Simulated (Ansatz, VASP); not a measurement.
**Cu in VASP and in Ansatz**

```
Cu
1.0
     0.00000    1.78039    1.75327
     1.78039    0.00000    1.75327
     1.78039    1.78039    0.00000
Cu
1
Direct
  0.00000 0.00000 0.00000
```

Change from the starting cell: strain -0.015 along x and y, -0.030 along z, atoms carried along.

Alike in both runs: task single point; functional PBEsol; k mesh 22 × 22 × 22; occupations gaussian, width 0.15 eV; no spin polarisation.

```csv
,VASP,Ansatz
version,VASP 6.6.1,Ansatz 0.2.0
potentials or method,"VASP PAW PBE potentials, release 64 (Cu), cutoff 520 eV","scalar-relativistic, plane waves, PAW"
valence electrons in the cell,11,19
```

Ansatz gave:

- gap on the k mesh at the Fermi level (eV): none
- pressure (GPa): 3.2
- traceless stress, the component that is largest in VASP (GPa): 0.67

Q: Estimate VASP's values.

A: gap on the k mesh at the Fermi level (eV): none; pressure (GPa): 3.8; traceless stress, the component that is largest in VASP (GPa): 0.66.

VASP's potentials were made for PBE, not for PBEsol. A gap of «none» marks a metal or a gap that the smearing closes. The functional is the same, so the differences come from potentials, cutoffs and numerics. VASP's potentials hold 11 valence electrons a cell and Ansatz's 19, so a difference there can come from the potentials and not from the codes.
